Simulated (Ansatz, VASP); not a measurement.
**Two plane-wave programs on CsPbBr3**

The input INCAR:

```
PREC = Accurate
ENCUT = 520
EDIFF = 1E-6
ISMEAR = 0
SIGMA = 0.05
LREAL = False
LASPH = True
NELM = 80
ALGO = Normal
ISIF = 2
LWAVE = False
LCHARG = False
NBANDS = 30
```

The input KPOINTS:

```
regular mesh
0
Gamma
  6 6 6
```

Contents of POSCAR:

```
CsPbBr3
1.0
    5.8700000000      0.0000000000      0.0000000000
    0.0000000000      5.9580500000      0.0000000000
    0.0000000000      0.0000000000      5.8700000000
Cs Pb Br
1 1 3
Direct
    0.0000000000      0.0000000000      0.0000000000
    0.5000000000      0.5000000000      0.5000000000
    0.0000000000      0.5000000000      0.5000000000
    0.5000000000      0.0000000000      0.5000000000
    0.5000000000      0.5000000000      0.0000000000
```

Input for Ansatz:

```yaml
crystal:
  lattice:
    - [5.87, 0.0, 0.0]
    - [0.0, 5.95805, 0.0]
    - [0.0, 0.0, 5.87]
  atoms:
    - { symbol: Cs, position: [0.0, 0.0, 0.0] }
    - { symbol: Pb, position: [0.5, 0.5, 0.5] }
    - { symbol: Br, position: [0.0, 0.5, 0.5] }
    - { symbol: Br, position: [0.5, 0.0, 0.5] }
    - { symbol: Br, position: [0.5, 0.5, 0.0] }
basis:
  ecutwfc: 420
kpoints:
  mp_grid: { grid: [6, 6, 6] }
hamiltonian:
  xc: lda
scf:
  occupations: { method: gaussian, width: 0.05 }
output:
  forces: true
  stress: true
  eigenvalues: true
```

Change from the starting cell: strain +0.0150 x Voigt [0, 1, 0, 0, 0, 0], atoms carried along.

Alike in both runs: task single point; functional LDA; k mesh 6 × 6 × 6; occupations gaussian, width 0.05 eV; no spin polarisation.

```csv
,VASP,Ansatz
version,VASP 6.6.1,Ansatz 0.2.0
potentials or method,"VASP PAW LDA potentials, release 64 (Cs_sv, Pb_d, Br), cutoff 520 eV","scalar-relativistic, plane waves, PAW"
valence electrons in the cell,44,44
```

VASP gave:

| Quantity | Value |
| --- | --- |
| gap on the k mesh at the Fermi level (eV) | 1.35 |
| least direct gap on the mesh (eV) | 1.35 |
| pressure (GPa) | -1.4 |
| traceless stress, the component that is largest in VASP (GPa) | -0.40 |

Problem. What did Ansatz give for the same quantities?

Solution. gap on the k mesh at the Fermi level (eV): 1.38; least direct gap on the mesh (eV): 1.38; pressure (GPa): -1.4; traceless stress, the component that is largest in VASP (GPa): -0.39.

LDA's correlation is that of Perdew and Zunger in VASP and of Perdew and Wang (1992) in Ansatz.

Neither program's run includes spin-orbit coupling.
